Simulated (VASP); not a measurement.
# Pb (Fm-3m) in VASP: a series of runs, part 3 of 3

VASP 6.6.1. The steps go on from the part before.

## 5. Single point, PBEsol

This run uses another cell than the first one, of 26.70 Å³/atom, 1.115 times its volume.

INCAR

```
PREC = Accurate
ENCUT = 500
EDIFF = 1E-6
ISMEAR = 0
SIGMA = 0.1
LREAL = False
LASPH = True
NELM = 120
ALGO = Normal
ISIF = 2
LWAVE = False
LCHARG = False
GGA = PS
NBANDS = 13
GGA_COMPAT = False
```

KPOINTS

```
Automatic mesh
0
Gamma
  16 16 16
```

POSCAR

```
Pb
1.0
    0.0000000000      2.3722336751      2.3722336751
    2.3722336751      0.0000000000      2.3722336751
    2.3722336751      2.3722336751      0.0000000000
Pb
1
Direct
    0.0000000000      0.0000000000      0.0000000000
```

Potentials or basis: VASP PAW PBE potentials, release 64 (Pb_d).

On the command line:

```sh
> cat potpaw_PBE.64/Pb_d/POTCAR > POTCAR
> mpirun -np 1 vasp_std > vasp.out
```

OUTCAR:

```text
PREC = Accurate
   ENCUT = 500
   EDIFF = 1E-6
   ISMEAR = 0
   LREAL = False
   LASPH = True
   NELM = 120
   ISIF = 2
   GGA = PS

 ion  position               nearest neighbor table
   1  0.000  0.000  0.000-

  LATTYP: Found a face centered cubic cell.
 ALAT       =     4.7444673502

  Lattice vectors:

 A1 = (   0.0000000000,   2.3722336751,   2.3722336751)
 A2 = (   2.3722336751,   0.0000000000,   2.3722336751)
 A3 = (   2.3722336751,   2.3722336751,   0.0000000000)

Analysis of symmetry for initial positions (statically):
=====================================================================
 Subroutine PRICEL returns:
 Original cell was already a primitive cell.

 Routine SETGRP: Setting up the symmetry group for a
 face centered cubic supercell.

 Subroutine GETGRP returns: Found 48 space group operations
 (whereof 48 operations were pure point group operations)
 out of a pool of 48 trial point group operations.

The static configuration has the point symmetry O_h .

Analysis of symmetry for dynamics (positions and initial velocities):
=====================================================================
 Subroutine PRICEL returns:
 Original cell was already a primitive cell.

 Routine SETGRP: Setting up the symmetry group for a
 face centered cubic supercell.

 Subroutine GETGRP returns: Found 48 space group operations
 (whereof 48 operations were pure point group operations)
 out of a pool of 48 trial point group operations.

The dynamic configuration has the point symmetry O_h .

 Subroutine INISYM returns: Found 48 space group operations
 (whereof 48 operations are pure point group operations),
 and found     1 'primitive' translations

----------------------------------------------------------------------------------------

                                     Primitive cell

  volume of cell :      26.6995

  direct lattice vectors                    reciprocal lattice vectors
     0.000000000  2.372233675  2.372233675    -0.210771816  0.210771816  0.210771816
     2.372233675  0.000000000  2.372233675     0.210771816 -0.210771816  0.210771816
     2.372233675  2.372233675  0.000000000     0.210771816  0.210771816 -0.210771816

  length of vectors
     3.354845036  3.354845036  3.354845036     0.365067494  0.365067494  0.365067494

  position of ions in fractional coordinates (direct lattice)
     0.000000000  0.000000000  0.000000000

  ion indices of the primitive-cell ions
   primitive index   ion index
                 1           1

----------------------------------------------------------------------------------------

 KPOINTS: Automatic mesh

Automatic generation of k-mesh.
 Grid dimensions read from file:
 generate k-points for:   16   16   16

 Generating k-lattice:

  Cartesian coordinates                     Fractional coordinates (reciprocal lattice)
    -0.013173239  0.013173239  0.013173239     0.062500000  0.000000000  0.000000000
     0.013173239 -0.013173239  0.013173239     0.000000000  0.062500000  0.000000000
     0.013173239  0.013173239 -0.013173239     0.000000000  0.000000000  0.062500000

  Length of vectors
     0.022816718  0.022816718  0.022816718

  Shift w.r.t. Gamma in fractional coordinates (k-lattice)
     0.000000000  0.000000000  0.000000000

 Subroutine IBZKPT returns following result:
 ===========================================

 Found    145 irreducible k-points:

 Following reciprocal coordinates:
            Coordinates               Weight
  0.000000  0.000000  0.000000      1.000000
  0.062500  0.000000  0.000000      8.000000
  0.125000  0.000000  0.000000      8.000000
  0.187500  0.000000  0.000000      8.000000
  0.250000  0.000000  0.000000      8.000000
  0.312500  0.000000  0.000000      8.000000
[... 16 lines left out ...]
 -0.125000  0.062500  0.000000     24.000000
 -0.062500  0.062500  0.000000     12.000000
 [... further k-points ...]
   k-points           NKPTS =    145   k-points in BZ     NKDIM =    145   number of bands    NBANDS=     13
   number of dos      NEDOS =    301   number of ions     NIONS =      1
   total plane-waves  NPLWV =  13824
   dimension x,y,z NGX =    24 NGY =   24 NGZ =   24
   dimension x,y,z NGXF=    48 NGYF=   48 NGZF=   48
   ions per type =               1
   NGX,Y,Z   is equivalent  to a cutoff of  11.89, 11.89, 11.89 a.u.
   NGXF,Y,Z  is equivalent  to a cutoff of  23.79, 23.79, 23.79 a.u.
 SYSTEM =  unknown system
   PREC   = accura    normal or accurate (medium, high low for compatibility)
   ISTART =      0    job   : 0-new  1-cont  2-samecut
   ICHARG =      2    charge: 1-file 2-atom 10-const
   ISPIN  =      1    spin polarized calculation?
   LNONCOLLINEAR =      F non collinear calculations
   LSORBIT =      F    spin-orbit coupling
   LASPH  =      T    aspherical Exc in radial PAW
   ENCUT  =  500.0 eV  36.75 Ry    6.06 a.u.   6.12  6.12  6.12*2*pi/ulx,y,z
   NELM   =    120;   NELMIN=  2; NELMDL= -5     # of ELM steps
   EDIFF  = 0.1E-05   stopping-criterion for ELM
   LREAL  =      F    real-space projection
   EDIFFG = 0.1E-04   stopping-criterion for IOM
   NSW    =      0    number of steps for IOM
   IBRION =     -1    ionic relax: 0-MD 1-quasi-New 2-CG
   NFREE  =      0    steps in history (QN), initial steepest desc. (CG)
   ISIF   =      2    stress and relaxation
   ISYM   =      2    0-nonsym 1-usesym 2-fastsym
   POTIM  = 0.5000    time-step for ionic-motion
   TEBEG  =    0.0;   TEEND  =   0.0 temperature during run
   PSTRESS=    0.0 pullay stress
   NELECT =      14.0000    total number of electrons
   NUPDOWN=      -1.0000    fix difference up-down
   EMIN   =  10.00;   EMAX   =-10.00  energy-range for DOS
   EFERMI =   0.00;   METHOD = LEGACY
   ISMEAR =     0;   SIGMA  =   0.10  broadening in eV -4-tet -1-fermi 0-gaus
   EFERMI_NEDOS =   21; number of points for ismear=-14 and -15
   IALGO  =     38    algorithm
   IMIX   =      4    mixing-type and parameters
     AMIX     =   0.40;   BMIX     =  1.00
     AMIX_MAG =   1.60;   BMIX_MAG =  1.00
  volume/ion in A,a.u.               =      26.70       180.18
  Fermi-wavevector in a.u.,A,eV,Ry     =   1.320130  2.494684 23.711462  1.742743
  Thomas-Fermi vector in A             =   2.449978
   LORBIT       =      0    0 simple, 1 ext, 2 COOP (PROOUT), +10 PAW based schemes
   GGA     = PS    functional components
   LHFCALC =     F    Hartree Fock is set to
   AEXX    =    0.0000 exact exchange contribution
   IVDW    =     0    specifies the selected vdW correction
   LEPSILON=     F    determine dielectric tensor
   LRPA    =     F    only Hartree local field effects (RPA)
 non-spin polarized calculation
 Gauss-broadening in eV      SIGMA  =   0.10
  energy-cutoff  :      500.00
  volume of cell :       26.70
 maximum number of plane-waves:       700
   NGX = 13   NGY = 13   NGZ = 13

 number of electron      14.0000007 magnetization

 Free energy of the ion-electron system (eV)
  ---------------------------------------------------
  ext. energy  EPLUGINS =         0.00000000
  ---------------------------------------------------
  free energy    TOTEN  =        -3.93371646 eV

  energy without entropy =       -3.93152246  energy(sigma->0) =       -3.93261946

 E-fermi :   8.6835     XC(G=0): -10.9680

 val. band max:        8.6696602105   @ k =   0.3750   0.2500   0.0000
 cond. band min:       8.7274707505   @ k =  -0.2500   0.3125   0.1250
 fundamental gap:      0.0578105400
 Fermi energy:         8.6835496194

 k-point     1 :       0.0000    0.0000    0.0000
  band No.  band energies     occupation
      1      -8.4946      2.00000
      2      -8.4946      2.00000
      3      -8.4946      2.00000
      4      -8.2864      2.00000
      5      -8.2864      2.00000
      6      -4.0912      2.00000
      7      17.0624      0.00000
      8      17.0624      0.00000
      9      17.0624      0.00000
     10      18.4252      0.00000
     11      21.5702      0.00000
     12      22.0958      0.00000
     13      22.0958      0.00000
[... 353 lines left out ...]
 k-point    24 :      -0.0625    0.0625    0.0000
  band No.  band energies     occupation
      1      -8.5001      2.00000
      2      -8.4762      2.00000
      3      -8.4677      2.00000
      4      -8.2971      2.00000
      5      -8.2793      2.00000
      6      -3.8626      2.00000
      7      15.0841      0.00000
      8      15.8550      0.00000
      9      17.2059      0.00000
     10      18.4129      0.00000
     11      21.7542      0.00000
     12      22.1626      0.00000
     13      22.8592      0.00000

 [... further k-points ...]

------------------------ aborting loop because EDIFF is reached ----------------------------------------

  FORCE on cell =-STRESS in cart. coord.  units (eV):
  Direction    XX          YY          ZZ          XY          YZ          ZX
  --------------------------------------------------------------------------------------
  -------------------------------------------------------------------------------------
  Total        1.2348372      1.2348372      1.2348372      0.0000000     -0.0000000     -0.0000000
  in kB       74.0999453     74.0999453     74.0999453      0.0000000     -0.0000000     -0.0000000
  external PRESSURE =      74.0999453 kB  Pullay stress =       0.0000000 kB

 VOLUME and BASIS-vectors are now :
 -----------------------------------------------------------------------------
  energy-cutoff  :      500.00
  volume of cell :       26.70
      direct lattice vectors                 reciprocal lattice vectors
     0.000000000  2.372233675  2.372233675    -0.210771816  0.210771816  0.210771816
     2.372233675  0.000000000  2.372233675     0.210771816 -0.210771816  0.210771816
     2.372233675  2.372233675  0.000000000     0.210771816  0.210771816 -0.210771816

 POSITION                                       TOTAL-FORCE (eV/Angst)
 -----------------------------------------------------------------------------------
      0.00000      0.00000      0.00000         0.000000     -0.000000      0.000000
 -----------------------------------------------------------------------------------
    total drift:                               -0.000000      0.000000     -0.000000

  FREE ENERGIE OF THE ION-ELECTRON SYSTEM (eV)
  ---------------------------------------------------
  free  energy   TOTEN  =        -3.9337164604 eV

  energy  without entropy=       -3.9315224632  energy(sigma->0) =       -3.93261946
```

OSZICAR:

```text
N       E                     dE             d eps       ncg     rms          rms(c)
DAV:   1     0.104177112404E+03    0.10418E+03   -0.70004E+03  3837   0.129E+03
DAV:   2     0.879034480061E+00   -0.10330E+03   -0.99688E+02  3980   0.315E+02
DAV:   3    -0.384934708570E+01   -0.47284E+01   -0.47054E+01  4639   0.724E+01
DAV:   4    -0.395230967044E+01   -0.10296E+00   -0.10293E+00  4632   0.109E+01
DAV:   5    -0.395698864971E+01   -0.46790E-02   -0.46787E-02  5353   0.224E+00    0.734E-01
DAV:   6    -0.393904836243E+01    0.17940E-01   -0.20738E-02  4841   0.276E+00    0.337E-01
DAV:   7    -0.393410349040E+01    0.49449E-02   -0.84377E-03  4941   0.162E+00    0.896E-02
DAV:   8    -0.393371990218E+01    0.38359E-03   -0.48760E-04  5901   0.366E-01    0.861E-03
DAV:   9    -0.393371717965E+01    0.27225E-05   -0.64311E-06  4858   0.480E-02    0.451E-03
DAV:  10    -0.393371646042E+01    0.71923E-06   -0.34460E-07  3178   0.632E-03
   1 F= -.39337165E+01 E0= -.39326195E+01  d E =-.219400E-02
```

stdout:

```text
POSCAR found type information on POSCAR Pb
 POSCAR found :  1 types and       1 ions
 scaLAPACK will be used
 -----------------------------------------------------------------------------
|                                                                             |
|                                                                             |
|     You enforced a specific xc type in the INCAR file but a different       |
|     I HOPE YOU KNOW WHAT YOU ARE DOING!                                     |
|                                                                             |
 -----------------------------------------------------------------------------

 LDA part: xc-table for (Slater+PW92), standard interpolation
 POSCAR, INCAR and KPOINTS ok, starting setup
 FFT: planning ... GRIDC
 FFT: planning ... GRID_SOFT
 FFT: planning ... GRID
 WAVECAR not read
 entering main loop
```

Run time: 14 s. Hardware: 1 thread of Intel Xeon Platinum 8488C (Sapphire Rapids), shared host; peak memory 0.17 GiB.

What came out:

```
Free energy            : -3.9337 eV
Pressure               : 7.4 GPa
Band gap on the k mesh : zero (band 7 reaches 17.06 eV, above the bottom of band 8 at 6.64 eV)
```

Levels at points of the mesh, in eV from the Fermi level:
| k point | band 3 | band 4 | band 5 | band 6 | band 7 | band 8 | band 9 | band 10 | band 11 | band 12 |
| --- | --- | --- | --- | --- | --- | --- | --- | --- | --- | --- |
| (0.00, 0.00, 0.00) | -17.18 | -16.97 | -16.97 | -12.77 | 8.38 | 8.38 | 8.38 | 9.74 | 12.89 | 13.41 |
| (0.50, 0.00, 0.00) | -17.16 | -16.78 | -16.78 | -8.33 | -4.96 | 6.24 | 6.24 | 9.21 | 10.63 | 11.94 |
| (0.50, 0.50, 0.00) | -16.79 | -16.73 | -16.73 | -6.59 | -3.89 | 2.10 | 2.10 | 5.72 | 7.02 | 18.91 |

Caveat: the PAW data sets were made with another functional, which shifts forces and pressure a little; spin-orbit coupling is left out, which moves the levels of the heavy elements.

## 6. Single point, PBEsol

This run uses another cell than the first one, of 26.70 Å³/atom, 1.115 times its volume.

INCAR

```
SYSTEM = Pb
PREC = Accurate
ENCUT = 500
EDIFF = 1E-6
ISMEAR = 0
SIGMA = 0.1
LREAL = .FALSE.
LASPH = .TRUE.
NELM = 120
ALGO = Normal
ISIF = 2
LWAVE = .FALSE.
LCHARG = .FALSE.
GGA = PS
NBANDS = 13
GGA_COMPAT = .FALSE.
```

KPOINTS

```
regular mesh
0
G
  16 16 16
  0 0 0
```

POSCAR is that of step 5.

Potentials or basis: VASP PAW PBE potentials, release 64 (Pb_d).

On the command line:

```sh
> cat potpaw_PBE.64/Pb_d/POTCAR > POTCAR
> mpirun -np 1 vasp_std > vasp.out
```

Wall time 15 s (1 thread of Intel Xeon Platinum 8488C (Sapphire Rapids), shared host); peak memory 0.17 GiB.

It converged, with:

```
Free energy            : -3.9337 eV
Pressure               : 7.4 GPa
Band gap on the k mesh : zero (band 7 reaches 17.06 eV, above the bottom of band 8 at 6.64 eV)
```

Levels at points of the mesh, in eV from the Fermi level:
```tsv
k point	band 3	band 4	band 5	band 6	band 7	band 8	band 9	band 10	band 11	band 12
(0.00, 0.00, 0.00)	-17.18	-16.97	-16.97	-12.77	8.38	8.38	8.38	9.74	12.89	13.41
(0.50, 0.00, 0.00)	-17.16	-16.78	-16.78	-8.33	-4.96	6.24	6.24	9.21	10.63	11.94
(0.50, 0.50, 0.00)	-16.79	-16.73	-16.73	-6.59	-3.89	2.10	2.10	5.72	7.02	18.91
```

Caveat: the PAW data sets were made with another functional, which shifts forces and pressure a little; spin-orbit coupling is left out, which moves the levels of the heavy elements.

## 7. The runs side by side

| cell | gap on the mesh (eV) | pressure (GPa) |
| --- | --- | --- |
| a = 3.236 Å, angles 60.0°, 1 atom | none | 18.6 |
| a = 3.295 Å, angles 60.0°, 1 atom | none | 12.4 |
| a = 3.355 Å, angles 60.0°, 1 atom | none | 7.4 |

Alike in all rows: task single point; level PBEsol; potentials or basis VASP PAW PBE potentials, release 64 (Pb_d); no spin polarisation; k mesh 16 × 16 × 16; cutoff (eV) 500; smearing gaussian 0.1 eV.

Caveats: the PAW data sets were made with another functional, which shifts forces and pressure a little; spin-orbit coupling is left out, which moves the levels of the heavy elements.

Total energies depend on the potentials used, so only differences within one code and one set of settings carry meaning.
